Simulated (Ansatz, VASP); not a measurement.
## AlRu in VASP and in Ansatz

The input POSCAR:

```
AlRu
1.0
    3.0114124979      0.0000000000      0.0000000000
    0.0000000000      3.0114124979      0.0000000000
    0.0000000000      0.0000000000      3.0114124979
Ru Al
1 1
Direct
    0.5000000000      0.5000000000      0.5000000000
    0.0000000000      0.0000000000      0.0000000000
```

INCAR.step1

```
PREC = Accurate
ENCUT = 520
EDIFF = 1E-5
ISMEAR = -1
SIGMA = 0.05
LREAL = False
LASPH = True
NELM = 100
ALGO = Normal
ISIF = 2
LWAVE = True
LCHARG = False
NBANDS = 16
GGA = PE
```

File INCAR.step2:

```
PREC = Accurate
ENCUT = 520
EDIFF = 1E-7
ISMEAR = -1
SIGMA = 0.05
LREAL = False
LASPH = True
NELM = 100
ALGO = Normal
ISIF = 2
LWAVE = False
LCHARG = False
GGA = PE
LHFCALC = True
AEXX = 0.25
PRECFOCK = Normal
NBANDS = 16
ISTART = 1
```

Contents of KPOINTS:

```
regular mesh
0
Gamma
  4 4 4
```

Contents of input.yaml:

```yaml
crystal:
  lattice:
    - [3.0114124979, 0.0, 0.0]
    - [0.0, 3.0114124979, 0.0]
    - [0.0, 0.0, 3.0114124979]
  atoms:
    - { symbol: Ru, position: [0.5, 0.5, 0.5] }
    - { symbol: Al, position: [0.0, 0.0, 0.0] }
hamiltonian:
  xc: pbe0
  pseudopotentials: { kind: paw }
kpoints:
  mp_grid: { grid: [4, 4, 4] }
scf:
  occupations: { method: fermi_dirac, width: 0.05 }
output:
  forces: true
  stress: true
  eigenvalues: true
```

Alike in both runs: task single point; functional PBE0; k mesh 4 × 4 × 4; occupations fermi-dirac, width 0.05 eV; no spin polarisation.

```csv
,VASP,Ansatz
version,VASP 6.6.1,Ansatz 0.2.0
potentials or method,"VASP PAW PBE potentials, release 64 (Ru_pv, Al)",Ansatz PAW
plane-wave cutoff (eV),520,420
valence electrons in the cell,17,19
```

|  | VASP | Ansatz | Ansatz less VASP |
| --- | --- | --- | --- |
| gap on the k mesh at the Fermi level (eV) | none | none | - |
| pressure (GPa) | -11.0 | -11.0 | +0.05 |

A gap of «none» marks a metal or a gap that the smearing closes. VASP's potentials hold 17 valence electrons a cell and Ansatz's 19, so a difference there can come from the potentials and not from the codes.

The k mesh is coarse, so the values compare programs but aren't converged.
